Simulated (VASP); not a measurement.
## Sr3Zn2H: single point with PBE

The system is Sr3Zn2H.

```
Sr Zn H
1.0
     3.39467    0.00000    0.00000
     0.00000    3.39467    0.00000
     0.00000    0.00000   10.40477
Sr Zn H
3 2 1
Direct
  0.50000 0.50000 0.18173
  0.50000 0.50000 0.50000
  0.50000 0.50000 0.81827
  0.00000 0.00000 0.33928
  0.00000 0.00000 0.66072
  0.00000 0.00000 0.00000
```

The cell was generated, and may not be a known phase.

```json
{
 "Program": "VASP 6.6.1",
 "Task": "single point",
 "Functional": "PBE",
 "Potentials or basis": "VASP PAW PBE potentials, release 64 (Sr_sv, Zn, H)",
 "Cutoff": "520 eV",
 "k mesh": "6 × 6 × 2",
 "Occupations": "gaussian, width 0.1 eV",
 "Spin": "no spin polarisation",
 "Dipole correction": "no",
 "Further INCAR settings": "ALGO = Normal; EDIFF = 1e-07; NBANDS = 36"
}
```

```json
{
 "Pressure": "19.0 GPa",
 "Largest force": "2.392 eV/Å",
 "Band gap on the k mesh": "zero (an odd number of electrons rules out a gap without spin polarisation)"
}
```

Forces in eV/Å, atoms in the order of the input:
```
Sr   0.000  0.000 -2.392
Sr   0.000  0.000  0.000
Sr   0.000  0.000  2.392
Zn   0.000  0.000  0.284
Zn   0.000  0.000 -0.284
H    0.000  0.000  0.000
```

Stress tensor (GPa, compression positive):
```
19.05  0.00  0.00
 0.00 19.05  0.00
 0.00  0.00 18.79
```

Levels at points of the mesh, in eV from the Fermi level:
```csv
k point,band 25,band 26,band 27,band 28,band 29,band 30
"(0.00, 0.00, 0.00)",-4.75,-1.46,-0.13,0.89,0.97,1.22
"(0.50, 0.00, 0.00)",-3.47,-2.42,-0.74,0.68,1.25,1.63
"(0.50, 0.50, 0.00)",-2.75,-1.43,-1.43,-0.47,-0.47,-0.10
"(0.00, 0.00, 0.50)",-3.64,-2.43,0.44,1.00,1.05,1.15
"(0.50, 0.00, 0.50)",-3.61,-2.20,-1.25,1.27,1.49,1.83
"(0.50, 0.50, 0.50)",-1.54,-1.54,-1.41,-1.37,-0.18,-0.18
```

Wall time 52 s on 1 thread of AMD EPYC 9R45 96-Core Processor (Zen 5) (shared host), peak memory 0.25 GiB.

Caveat: the cell stands under pressure; forces of over 1 eV/Å act on the atoms, so gaps and moduli don't describe the material at rest.
